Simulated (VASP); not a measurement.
Crystal: SnSe.

```
Sn Se
1.0
     0.00000    2.98877    2.98877
     2.98877    0.00000    2.98877
     2.98877    2.98877    0.00000
Sn Se
1 1
Direct
  0.00000 0.00000 0.00000
  0.50000 0.50000 0.50000
```

* Program: VASP 6.6.1
* Task: relaxation of cell and atoms
* Functional: LDA
* Potentials or basis: VASP PAW LDA potentials, release 64 (Sn_d, Se)
* Cutoff: 600 eV
* k mesh: 10 × 10 × 10
* Occupations: gaussian, width 0.02 eV
* Spin: no spin polarisation

At the start: pressure -2.1 GPa; volume 26.70 Å³/atom.

Problem. How do energy, volume and symmetry change on relaxing?

Solution. Over 3 steps the energy falls by 7.0 meV/atom and the volume is 25.68 Å³/atom (-3.8 %); space group Fm-3m (No. 225, to 0.05 Å).

Step by step:
| step | energy change (eV) | largest force (eV/Å) | pressure (GPa) | volume (Å³) |
| --- | --- | --- | --- | --- |
| 1 | 0.0000 | 0.0000 | -2.10 | 53.40 |
| 2 | -0.0124 | 0.0000 | 0.78 | 50.74 |
| 3 | -0.0139 | 0.0000 | 0.01 | 51.37 |

Final structure:
```
Sn Se
1.0
     0.00000    2.95041    2.95041
     2.95041    0.00000    2.95041
     2.95041    2.95041    0.00000
Sn Se
1 1
Direct
  0.00000 0.00000 0.00000
  0.50000 0.50000 0.50000
```
